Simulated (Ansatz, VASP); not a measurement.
Al2Cu: VASP beside Ansatz

INCAR

```
ALGO = Normal ; EDIFF = 1E-7
EDIFFG = -0.005 ; ENCUT = 600
GGA = PS ; IBRION = 2
ISIF = 3 ; ISMEAR = -1
LASPH = T ; LCHARG = F
LREAL = F ; LWAVE = F
NELM = 60 ; NSW = 80
PREC = Accurate ; SIGMA = 0.05
```

KPOINTS

```
k-points
0
Gamma
  9 9 9
```

The input POSCAR:

```
Al2Cu
1.0
   -2.0303375000      2.0303375000      2.8510940000
    2.0303375000     -2.0303375000      2.8510940000
    2.0303375000      2.0303375000     -2.8510940000
Cu Al
1 2
Direct
    0.5000000000      0.5000000000      0.0000000000
    0.2500000000      0.7500000000      0.5000000000
    0.7500000000      0.2500000000      0.5000000000
```

The input input.yaml:

```yaml
crystal:
  lattice:
    - [-2.0303375, 2.0303375, 2.851094]
    - [2.0303375, -2.0303375, 2.851094]
    - [2.0303375, 2.0303375, -2.851094]
  atoms:
    - { symbol: Cu, position: [0.5, 0.5, 0.0] }
    - { symbol: Al, position: [0.25, 0.75, 0.5] }
    - { symbol: Al, position: [0.75, 0.25, 0.5] }
kpoints:
  mp_grid: { grid: [9, 9, 9] }
scf:
  occupations: { method: fermi_dirac, width: 0.05 }
hamiltonian:
  xc: pbesol
  pseudopotentials: { kind: all_electron, lapw: { basis_error: 0.002 } }
output:
  forces: true
  stress: true
relax:
  f_tol: 0.005
  max_steps: 60
  cell: {}
```

Alike in both runs: task relaxation of cell and atoms; functional PBEsol; k mesh 9 × 9 × 9; occupations fermi-dirac, width 0.05 eV; no spin polarisation.

```csv
,VASP,Ansatz
version,VASP 6.6.1,Ansatz 0.2.0
potentials or method,"VASP PAW PBE potentials, release 64 (Cu, Al), cutoff 600 eV","all-electron LAPW, scalar-relativistic"
```

```csv
,VASP,Ansatz,Ansatz less VASP
relaxed volume (Å³/atom),15.70,15.65,-0.050
relaxed cell length with the largest relative difference (Å),4.052,4.049,-0.0029
```

VASP's potentials were made for PBE, not for PBEsol. Ansatz ran all-electron here, and VASP with PAW potentials.
